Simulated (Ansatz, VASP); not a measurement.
## BN in VASP and in Ansatz

```xyz
2
Lattice="0.0000 1.8048 1.8048 1.8048 0.0000 1.8048 1.8048 1.8048 0.0000" Properties=species:S:1:pos:R:3 pbc="T T T"
B     0.0000    0.0000    0.0000
N     0.9024    0.9024    0.9024
```

Alike in both runs: task single point; functional PBE0; k mesh 8 × 8 × 8; no spin polarisation.

```csv
,VASP,Ansatz
version,VASP 6.6.1,Ansatz 0.2.0
potentials or method,"VASP PAW PBE potentials, release 64 (B, N)","plane waves, PAW"
plane-wave cutoff (eV),520,420
occupations,"gaussian, width 0.01 eV",fixed
valence electrons in the cell,8,8
```

Ansatz gave:

- gap on the k mesh at the Fermi level (eV): 6.56
- pressure (GPa): -4.3

Q: Estimate VASP's values.

A: gap on the k mesh at the Fermi level (eV): 6.55; pressure (GPa): -3.9.

Ansatz's warnings: stress exchange threshold loose, stress scf threshold loose.
